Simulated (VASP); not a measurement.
# Sn (Immm) in VASP: a series of runs, part 2 of 2

VASP 6.6.1. Earlier steps stand in the parts before.

### 3 Single point, LDA

This run uses another cell than the first one, of 28.86 Å³/atom.

File INCAR:

```
SYSTEM = Sn
ALGO = Normal
EDIFF = 1E-6
ENCUT = 520
ISIF = 2
ISMEAR = 1
LASPH = .TRUE.
LCHARG = .TRUE.
LELF = .TRUE.
LREAL = .FALSE.
LVHAR = .TRUE.
LWAVE = .FALSE.
NBANDS = 13
NELM = 100
PREC = Accurate
SIGMA = 0.1
```

File KPOINTS:

```
k-points
0
G
  14 14 14
  0 0 0
```

File POSCAR:

```
Sn
1.0
   -1.7265400000      1.7755500000      2.3539289333
    1.7265400000     -1.7755500000      2.3539289333
    1.7265400000      1.7755500000     -2.3539289333
Sn
1
Direct
    0.0000000000      0.0000000000      0.0000000000
```

Potentials or basis: VASP PAW LDA potentials, release 64 (Sn_d).

The run is started by

```
cat potpaw_LDA.64/Sn_d/POTCAR > POTCAR
mpirun -np 1 vasp_std > vasp.out
```

OUTCAR:

```text
SYSTEM = Sn
   EDIFF = 1E-6
   ENCUT = 520
   ISIF = 2
   ISMEAR = 1
   LASPH = .TRUE.
   LREAL = .FALSE.
   NELM = 100
   PREC = Accurate

 ion  position               nearest neighbor table
   1  0.000  0.000  0.000-

  LATTYP: Found a body centered orthorhombic cell.
 ALAT       =     3.4530800000
 B/A-ratio  =     1.0283862523
 C/A-ratio  =     1.3633793212

  Lattice vectors:

 A1 = (  -1.7265400000,   1.7755500000,   2.3539289333)
 A2 = (   1.7265400000,  -1.7755500000,   2.3539289333)
 A3 = (   1.7265400000,   1.7755500000,  -2.3539289333)

Analysis of symmetry for initial positions (statically):
=====================================================================
 Subroutine PRICEL returns:
 Original cell was already a primitive cell.

 Routine SETGRP: Setting up the symmetry group for a
 body centered orthorhombic supercell.

 Subroutine GETGRP returns: Found  8 space group operations
 (whereof  8 operations were pure point group operations)
 out of a pool of  8 trial point group operations.

The static configuration has the point symmetry D_2h.

Analysis of symmetry for dynamics (positions and initial velocities):
=====================================================================
 Subroutine PRICEL returns:
 Original cell was already a primitive cell.

 Routine SETGRP: Setting up the symmetry group for a
 body centered orthorhombic supercell.

 Subroutine GETGRP returns: Found  8 space group operations
 (whereof  8 operations were pure point group operations)
 out of a pool of  8 trial point group operations.

The dynamic configuration has the point symmetry D_2h.

 Subroutine INISYM returns: Found  8 space group operations
 (whereof  8 operations are pure point group operations),
 and found     1 'primitive' translations

----------------------------------------------------------------------------------------

                                     Primitive cell

  volume of cell :      28.8644

  direct lattice vectors                    reciprocal lattice vectors
    -1.726540000  1.775550000  2.353928933     0.000000000  0.281602884  0.212410831
     1.726540000 -1.775550000  2.353928933     0.289596534  0.000000000  0.212410831
     1.726540000  1.775550000 -2.353928933     0.289596534  0.281602884  0.000000000

  length of vectors
     3.416796687  3.416796687  3.416796687     0.352730131  0.359144140  0.403938531

  position of ions in fractional coordinates (direct lattice)
     0.000000000  0.000000000  0.000000000

  ion indices of the primitive-cell ions
   primitive index   ion index
                 1           1

----------------------------------------------------------------------------------------

 KPOINTS: k-points

Automatic generation of k-mesh.
 Grid dimensions read from file:
 generate k-points for:   14   14   14

 Generating k-lattice:

  Cartesian coordinates                     Fractional coordinates (reciprocal lattice)
     0.000000000  0.020114492  0.015172202     0.071428571  0.000000000  0.000000000
     0.020685467  0.000000000  0.015172202     0.000000000  0.071428571  0.000000000
     0.020685467  0.020114492  0.000000000     0.000000000  0.000000000  0.071428571

  Length of vectors
     0.025195009  0.025653153  0.028852752

  Shift w.r.t. Gamma in fractional coordinates (k-lattice)
     0.000000000  0.000000000  0.000000000

 Subroutine IBZKPT returns following result:
 ===========================================

 Found    428 irreducible k-points:

 Following reciprocal coordinates:
            Coordinates               Weight
  0.000000  0.000000  0.000000      1.000000
  0.071429 -0.000000  0.000000      4.000000
  0.142857 -0.000000  0.000000      4.000000
  0.214286 -0.000000  0.000000      4.000000
  0.285714  0.000000  0.000000      4.000000
  0.357143 -0.000000  0.000000      4.000000
[... 16 lines left out ...]
 -0.000000  0.142857  0.000000      4.000000
  0.071429  0.142857  0.000000      8.000000
 [... further k-points ...]
   k-points           NKPTS =    428   k-points in BZ     NKDIM =    428   number of bands    NBANDS=     13
   number of dos      NEDOS =    301   number of ions     NIONS =      1
   total plane-waves  NPLWV =  21952
   dimension x,y,z NGX =    28 NGY =   28 NGZ =   28
   dimension x,y,z NGXF=    56 NGYF=   56 NGZF=   56
   ions per type =               1
   NGX,Y,Z   is equivalent  to a cutoff of  13.62, 13.62, 13.62 a.u.
   NGXF,Y,Z  is equivalent  to a cutoff of  27.25, 27.25, 27.25 a.u.
 SYSTEM =  Sn
   PREC   = accura    normal or accurate (medium, high low for compatibility)
   ISTART =      0    job   : 0-new  1-cont  2-samecut
   ICHARG =      2    charge: 1-file 2-atom 10-const
   ISPIN  =      1    spin polarized calculation?
   LNONCOLLINEAR =      F non collinear calculations
   LSORBIT =      F    spin-orbit coupling
   LASPH  =      T    aspherical Exc in radial PAW
   ENCUT  =  520.0 eV  38.22 Ry    6.18 a.u.   6.35  6.35  6.35*2*pi/ulx,y,z
   NELM   =    100;   NELMIN=  2; NELMDL= -5     # of ELM steps
   EDIFF  = 0.1E-05   stopping-criterion for ELM
   LREAL  =      F    real-space projection
   EDIFFG = 0.1E-04   stopping-criterion for IOM
   NSW    =      0    number of steps for IOM
   IBRION =     -1    ionic relax: 0-MD 1-quasi-New 2-CG
   NFREE  =      0    steps in history (QN), initial steepest desc. (CG)
   ISIF   =      2    stress and relaxation
   ISYM   =      2    0-nonsym 1-usesym 2-fastsym
   POTIM  = 0.5000    time-step for ionic-motion
   TEBEG  =    0.0;   TEEND  =   0.0 temperature during run
   PSTRESS=    0.0 pullay stress
   NELECT =      14.0000    total number of electrons
   NUPDOWN=      -1.0000    fix difference up-down
   EMIN   =  10.00;   EMAX   =-10.00  energy-range for DOS
   EFERMI =   0.00;   METHOD = LEGACY
   ISMEAR =     1;   SIGMA  =   0.10  broadening in eV -4-tet -1-fermi 0-gaus
   EFERMI_NEDOS =   21; number of points for ismear=-14 and -15
   IALGO  =     38    algorithm
   IMIX   =      4    mixing-type and parameters
     AMIX     =   0.40;   BMIX     =  1.00
     AMIX_MAG =   1.60;   BMIX_MAG =  1.00
  volume/ion in A,a.u.               =      28.86       194.79
  Fermi-wavevector in a.u.,A,eV,Ry     =   1.286263  2.430685 22.510476  1.654473
  Thomas-Fermi vector in A             =   2.418348
   LORBIT       =      0    0 simple, 1 ext, 2 COOP (PROOUT), +10 PAW based schemes
   GGA     = CA    functional components
   LHFCALC =     F    Hartree Fock is set to
   AEXX    =    0.0000 exact exchange contribution
   IVDW    =     0    specifies the selected vdW correction
   LEPSILON=     F    determine dielectric tensor
   LRPA    =     F    only Hartree local field effects (RPA)
 non-spin polarized calculation
 Methfessel and Paxton  Order N= 1 SIGMA  =   0.10
  energy-cutoff  :      520.00
  volume of cell :       28.86
 maximum number of plane-waves:       801
 NGX is ok and might be reduce to    28
   NGX = 13   NGY = 13   NGZ = 13

 number of electron      13.9999997 magnetization

 Free energy of the ion-electron system (eV)
  ---------------------------------------------------
  ext. energy  EPLUGINS =         0.00000000
  ---------------------------------------------------
  free energy    TOTEN  =        -4.39026164 eV

  energy without entropy =       -4.38998504  energy(sigma->0) =       -4.39016944

 E-fermi :   7.1806     XC(G=0): -10.3207

 val. band max:        7.1787552999   @ k =  -0.2143   0.2857   0.1429
 cond. band min:       7.1821263622   @ k =  -0.4286   0.4286   0.4286
 fundamental gap:      0.0033710623
 Fermi energy:         7.1806398040

 k-point     1 :       0.0000    0.0000    0.0000
  band No.  band energies     occupation
      1     -14.2840      2.00000
      2     -14.2713      2.00000
      3     -14.2521      2.00000
      4     -14.2184      2.00000
      5     -14.1895      2.00000
      6      -3.5742      2.00000
      7      14.0172      0.00000
      8      14.1768      0.00000
      9      14.5564      0.00000
     10      17.8684      0.00000
     11      18.3214      0.00000
     12      18.7990      0.00000
     13      18.9849      0.00000
[... 353 lines left out ...]
 k-point    24 :       0.0714    0.1429    0.0000
  band No.  band energies     occupation
      1     -14.2714      2.00000
      2     -14.2590      2.00000
      3     -14.2394      2.00000
      4     -14.2091      2.00000
      5     -14.1924      2.00000
      6      -2.9287      2.00000
      7      10.6626      0.00000
      8      12.0298      0.00000
      9      14.1243      0.00000
     10      17.1189      0.00000
     11      18.8770      0.00000
     12      19.4992      0.00000
     13      20.0769      0.00000

 [... further k-points ...]
[... 5 lines left out ...]
  --------------------------------------------------------------------------------------
  -------------------------------------------------------------------------------------
  Total       -0.8489268     -0.8217749     -0.9179332      0.0000000      0.0000000      0.0000000
  in kB      -47.1213717    -45.6142519    -50.9517134      0.0000000      0.0000000      0.0000000
  external PRESSURE =     -47.8957790 kB  Pullay stress =       0.0000000 kB

 VOLUME and BASIS-vectors are now :
 -----------------------------------------------------------------------------
  energy-cutoff  :      520.00
  volume of cell :       28.86
      direct lattice vectors                 reciprocal lattice vectors
    -1.726540000  1.775550000  2.353928933     0.000000000  0.281602884  0.212410831
     1.726540000 -1.775550000  2.353928933     0.289596534  0.000000000  0.212410831
     1.726540000  1.775550000 -2.353928933     0.289596534  0.281602884  0.000000000

 POSITION                                       TOTAL-FORCE (eV/Angst)
 -----------------------------------------------------------------------------------
      0.00000      0.00000      0.00000         0.000000      0.000000     -0.000000
 -----------------------------------------------------------------------------------
    total drift:                                0.000000     -0.000000     -0.000000

  FREE ENERGIE OF THE ION-ELECTRON SYSTEM (eV)
  ---------------------------------------------------
  free  energy   TOTEN  =        -4.3902616417 eV

  energy  without entropy=       -4.3899850450  energy(sigma->0) =       -4.39016944
```

stdout:

```text
POSCAR found type information on POSCAR Sn
 POSCAR found :  1 types and       1 ions
 scaLAPACK will be used
 LDA part: xc-table for (Slater(with rela. corr.)+CA(PZ))
 , standard interpolation
 POSCAR, INCAR and KPOINTS ok, starting setup
 FFT: planning ... GRIDC
 FFT: planning ... GRID_SOFT
 FFT: planning ... GRID
 WAVECAR not read
 entering main loop
```

Wall time 2.8 min (1 thread of Intel Xeon 8259CL, shared host); peak memory 0.26 GiB.

What came out:

| Quantity | Value |
| --- | --- |
| Free energy | -4.3903 eV |
| Pressure | -4.8 GPa |
| Band gap on the k mesh | zero (bands 7 and 8 overlap by 8.68 eV) |

Levels at points of the mesh, in eV from the Fermi level:
```csv
k point,band 3,band 4,band 5,band 6,band 7,band 8,band 9,band 10,band 11,band 12
"(0.00, 0.00, 0.00)",-21.43,-21.40,-21.37,-10.75,6.84,7.00,7.38,10.69,11.14,11.62
"(0.50, 0.00, 0.00)",-21.44,-21.33,-21.31,-6.91,-4.35,5.15,5.80,9.72,10.14,10.29
"(0.00, 0.50, 0.00)",-21.42,-21.32,-21.31,-6.66,-4.29,4.74,5.52,9.23,9.74,10.08
"(0.50, 0.50, 0.00)",-21.33,-21.31,-21.29,-5.29,-3.52,1.99,2.32,5.53,5.97,19.13
"(0.50, 0.50, 0.50)",-21.33,-21.30,-21.30,-4.63,-3.09,1.21,1.84,4.73,5.58,19.17
```

Caveat: the cell stands under tension; spin-orbit coupling is left out, which moves the levels of the heavy elements.
